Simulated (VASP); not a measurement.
# Ge (P6_3/mmc) in VASP: a series of runs, part 2 of 2

VASP 6.6.1. Earlier steps stand in the parts before.

### Step 3. Relaxation of cell and atoms, LDA

This run uses another cell than the first one, of 23.86 Å³/atom.

File INCAR:

```
ALGO = Normal
EDIFF = 1E-6
EDIFFG = -0.005
ENCUT = 600
GGA = CA
IBRION = 2
ISIF = 3
ISMEAR = 0
LASPH = T
LCHARG = F
LREAL = F
LWAVE = F
NELM = 60
NSW = 70
PREC = Accurate
SIGMA = 0.1
```

File KPOINTS:

```
k-points
0
Gamma
  12 12 6
```

File POSCAR:

```
Ge
1.0
    4.0581567173      0.0000000000      0.0000000000
   -2.0290783587      3.5144668097      0.0000000000
    0.0000000000      0.0000000000      6.6925282050
Ge
4
Direct
    0.6666666667      0.3333333333      0.0627911822
    0.3333333333      0.6666666667      0.5627911822
    0.6666666667      0.3333333333      0.4372088178
    0.3333333333      0.6666666667      0.9372088178
```

Potentials or basis: VASP PAW LDA potentials, release 64 (Ge_d).

Command:

```sh
cat potpaw_LDA.64/Ge_d/POTCAR > POTCAR
mpirun -np 1 vasp_std > vasp.out
```

OUTCAR:

```text
EDIFF = 1E-6
   EDIFFG = -0.005
   ENCUT = 600
   GGA = CA
   IBRION = 2
   ISIF = 3
   ISMEAR = 0
   LASPH = T
   LREAL = F
   NELM = 60
   NSW = 70
   PREC = Accurate

 ion  position               nearest neighbor table
   1  0.667  0.333  0.063-   4 2.49   4 2.49   4 2.49   3 2.51
   2  0.333  0.667  0.563-   3 2.49   3 2.49   3 2.49   4 2.51
   3  0.667  0.333  0.437-   2 2.49   2 2.49   2 2.49   1 2.51
   4  0.333  0.667  0.937-   1 2.49   1 2.49   1 2.49   2 2.51

  LATTYP: Found a hexagonal cell.
 ALAT       =     4.0581567173
 C/A-ratio  =     1.6491546954

  Lattice vectors:

 A1 = (   4.0581567173,   0.0000000000,   0.0000000000)
 A2 = (  -2.0290783587,   3.5144668097,   0.0000000000)
 A3 = (   0.0000000000,   0.0000000000,   6.6925282050)

Analysis of symmetry for initial positions (statically):
=====================================================================
 Subroutine PRICEL returns:
 Original cell was already a primitive cell.

 Routine SETGRP: Setting up the symmetry group for a
 hexagonal supercell.

 Subroutine GETGRP returns: Found 24 space group operations
 (whereof 12 operations were pure point group operations)
 out of a pool of 24 trial point group operations.

The static configuration has the point symmetry D_3d.
 The point group associated with its full space group is D_6h.

Analysis of symmetry for dynamics (positions and initial velocities):
=====================================================================
[... 163 lines left out ...]

  energy without entropy =      -20.62322203  energy(sigma->0) =      -20.62359830

 E-fermi :   4.2636     XC(G=0): -10.0385

 val. band max:        4.2251420739   @ k =   0.0833  -0.0000   0.0000
 cond. band min:       4.3071511501   @ k =   0.0000   0.0000   0.3333
 fundamental gap:      0.0820090763
 Fermi energy:         4.2635754292

 k-point     1 :       0.0000    0.0000    0.0000
  band No.  band energies     occupation
      1     -20.6824      2.00000
      2     -20.6824      2.00000
      3     -20.6489      2.00000
      4     -20.6489      2.00000
      5     -20.6488      2.00000
      6     -20.6361      2.00000
[... 962 lines left out ...]
  FREE ENERGIE OF THE ION-ELECTRON SYSTEM (eV)
  ---------------------------------------------------
  free  energy   TOTEN  =       -20.7198922811 eV

  energy  without entropy=      -20.7193551123  energy(sigma->0) =      -20.71962370

[... ionic steps 4 to 7 ...]

--------------------------------------- Ionic step        8  -------------------------------------------

 number of electron      56.0000006 magnetization

------------------------ aborting loop because EDIFF is reached ----------------------------------------
[... 71 lines left out ...]
--------------------------------------- Ionic step       10  -------------------------------------------

 number of electron      56.0000006 magnetization

 Free energy of the ion-electron system (eV)
  ---------------------------------------------------
  ext. energy  EPLUGINS =         0.00000000
  ---------------------------------------------------
  free energy    TOTEN  =       -20.71994218 eV

  energy without entropy =      -20.71938753  energy(sigma->0) =      -20.71966486

 E-fermi :   4.9981     XC(G=0): -10.3749

 val. band max:        4.9332765084   @ k =   0.0000   0.0000   0.1667
 cond. band min:       5.0455338110   @ k =   0.0000   0.0000   0.0000
 fundamental gap:      0.1122573027
 Fermi energy:         4.9980618452

 k-point     1 :       0.0000    0.0000    0.0000
  band No.  band energies     occupation
      1     -20.0977      2.00000
      2     -20.0977      2.00000
      3     -20.0572      2.00000
      4     -20.0566      2.00000
      5     -20.0566      2.00000
      6     -20.0432      2.00000
[... 886 lines left out ...]
  FREE ENERGIE OF THE ION-ELECTRON SYSTEM (eV)
  ---------------------------------------------------
  free  energy   TOTEN  =       -20.7199421780 eV

  energy  without entropy=      -20.7193875334  energy(sigma->0) =      -20.71966486

 reached required accuracy - stopping structural energy minimisation
```

CONTCAR:

```text
Ge
   1.00000000000000
     3.9616621111712060    0.0000000000013678    0.0000000000000000
    -1.9808310556332296    3.4309000294650494   -0.0000000000000000
    -0.0000000000000000   -0.0000000000000000    6.5360343438550448
  Ge
     4
Direct
     0.6666666667000030    0.3333333332999970    0.0628674276510975
     0.3333333332999970    0.6666666667000030    0.5628674276510974
     0.6666666667000030    0.3333333332999970    0.4371325723489025
     0.3333333332999970    0.6666666667000030    0.9371325723489026

  0.00000000E+00  0.00000000E+00  0.00000000E+00
  0.00000000E+00  0.00000000E+00  0.00000000E+00
  0.00000000E+00  0.00000000E+00  0.00000000E+00
  0.00000000E+00  0.00000000E+00  0.00000000E+00
```

Wall time 14 min (1 thread of Intel Xeon Platinum 8259CL at 2.50GHz (Skylake/Cascade Lake), shared host); peak memory 0.34 GiB.

Results:

* Free energy: -20.7199 eV
* Relaxed volume: 22.21 Å³/atom
* Relaxed cell: a = 3.962 Å, b = 3.962 Å, c = 6.536 Å, α = 90.00°, β = 90.00°, γ = 120.00°
* Space group after relaxing (to 0.1 Å): P6_3/mmc (No. 194)
* Energy gained by relaxing: 24.0 meV/atom
* Ionic steps: 10
* Pressure after relaxing: 0.0 GPa
* Band gap on the k mesh: zero (bands 28 and 29 overlap by 0.11 eV)

Step by step:
```
step  energy change (eV)  largest force (eV/Å)  pressure (GPa)  volume (Å³)
   1              0.0000                0.0158           -4.28        95.45
   2             -0.0861                0.0347            1.73        86.91
   3             -0.0959                0.0215            0.13        88.83
   4             -0.0959                0.0208           -0.14        89.00
   5             -0.0959                0.0027           -0.04        88.99
   6             -0.0959                0.0010           -0.10        88.99
   7             -0.0960                0.0048           -0.03        88.89
   8             -0.0960                0.0053            0.00        88.88
   9             -0.0960                0.0055           -0.05        88.88
  10             -0.0960                0.0003           -0.01        88.84
```

Final structure:
```
Ge
1.0
     3.96166    0.00000    0.00000
    -1.98083    3.43090    0.00000
     0.00000    0.00000    6.53603
Ge
4
Direct
  0.66667 0.33333 0.06287
  0.33333 0.66667 0.56287
  0.66667 0.33333 0.43713
  0.33333 0.66667 0.93713
```

Levels at points of the mesh, in eV from the Fermi level:
```tsv
k point	band 25	band 26	band 27	band 28	band 29	band 30	band 31	band 32
(0.00, 0.00, 0.00)	-1.56	-0.20	-0.16	0.05	0.09	0.09	2.20	2.20
(0.50, 0.00, 0.00)	-4.76	-3.20	-2.96	-1.52	0.39	1.61	3.46	3.67
(0.00, 0.00, 0.50)	-0.92	-0.92	-0.92	-0.92	0.64	0.64	3.33	3.33
(0.50, 0.00, 0.50)	-2.65	-2.65	-2.52	-2.52	0.43	0.43	2.01	2.01
```

Caveat: semilocal functionals underestimate gaps, and a narrow one can read as zero.

The gap in the log of VASP goes by the Fermi energy; the results here count the filled bands.